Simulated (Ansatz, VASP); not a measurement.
**One calculation of RbNb3, two programs**

INCAR

```
SYSTEM = RbNb3
PREC = Accurate ; ENCUT = 520
EDIFF = 1E-6 ; ISMEAR = 0
SIGMA = 0.1 ; LREAL = .FALSE.
LASPH = .TRUE. ; NELM = 80
ALGO = Fast ; ISIF = 2
LWAVE = .FALSE. ; LCHARG = .FALSE.
GGA = PE ; NBANDS = 32
```

KPOINTS

```
Automatic mesh
0
G
  6 6 6
  0 0 0
```

The input POSCAR:

```
RbNb3
1.0
   -2.1516537431      2.1516537431      4.8062914781
    2.1516537431     -2.1516537431      4.8062914781
    2.1516537431      2.1516537431     -4.8062914781
Rb Nb
1 3
Direct
    0.0000000000      0.0000000000      0.0000000000
    0.5000000000      0.5000000000      0.0000000000
    0.2500000000      0.7500000000      0.5000000000
    0.7500000000      0.2500000000      0.5000000000
```

Input for Ansatz:

```yaml
crystal:
  lattice:
    - [-2.1516537431, 2.1516537431, 4.8062914781]
    - [2.1516537431, -2.1516537431, 4.8062914781]
    - [2.1516537431, 2.1516537431, -4.8062914781]
  atoms:
    - { symbol: Rb, position: [0.0, 0.0, 0.0] }
    - { symbol: Nb, position: [0.5, 0.5, 0.0] }
    - { symbol: Nb, position: [0.25, 0.75, 0.5] }
    - { symbol: Nb, position: [0.75, 0.25, 0.5] }
basis:
  ecutwfc: 420
kpoints:
  mp_grid: { grid: [6, 6, 6] }
hamiltonian:
  xc: pbe
scf:
  occupations: { method: gaussian, width: 0.1 }
  lower_state_search: "off"
output:
  forces: true
  stress: true
  eigenvalues: true
```

Alike in both runs: task single point; functional PBE; k mesh 6 × 6 × 6; occupations gaussian, width 0.1 eV; no spin polarisation.

|  | VASP | Ansatz |
| --- | --- | --- |
| version | VASP 6.6.1 | Ansatz 0.2.0 |
| potentials or method | VASP PAW PBE potentials, release 64 (Rb_sv, Nb_sv), cutoff 520 eV | scalar-relativistic, plane waves, PAW |
| valence electrons in the cell | 48 | 48 |

```csv
,VASP,Ansatz,Ansatz less VASP
gap on the k mesh at the Fermi level (eV),none,none,-
pressure (GPa),-3.5,-3.6,-0.05
"traceless stress, the component that is largest in VASP (GPa)",-1.22,-1.20,+0.014
```

A gap of «none» marks a metal or a gap that the smearing closes.
